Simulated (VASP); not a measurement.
## As: single point with RPBE

As:

```
As
1.0
     2.75375    0.00000    0.00000
     0.00000    2.75375    0.00000
     0.00000    0.00000    2.75375
As
1
Direct
  0.00000 0.00000 0.00000
```

* Program: VASP 6.6.1
* Task: single point
* Functional: RPBE
* Potentials or basis: VASP PAW PBE potentials, release 64 (As)
* Cutoff: 500 eV
* k mesh: 12 × 12 × 12
* Occupations: fermi-dirac, width 0.1 eV
* Spin: no spin polarisation

| Property | Result |
| --- | --- |
| Pressure | 0.1 GPa |

Levels at points of the mesh, in eV from the Fermi level:
```csv
k point,band 1,band 2,band 3,band 4,band 5,band 6,band 7,band 8
"(0.00, 0.00, 0.00)",-14.62,3.83,3.83,3.83,8.27,8.27,10.05,24.04
"(0.50, 0.00, 0.00)",-11.70,-6.64,5.94,5.94,10.81,13.74,14.05,14.33
"(0.50, 0.50, 0.00)",-8.68,-4.14,-4.14,2.64,7.92,15.69,16.89,16.89
"(0.50, 0.50, 0.50)",-5.39,-1.86,-1.86,-1.86,5.89,5.89,5.89,9.53
```

Wall time 4.9 s on 1 thread of Intel(R) Xeon(R) Platinum 8488C (Sapphire Rapids), on a shared host, peak memory 0.13 GiB.

Caveat: the PAW data sets were made with another functional, which shifts forces and pressure a little.
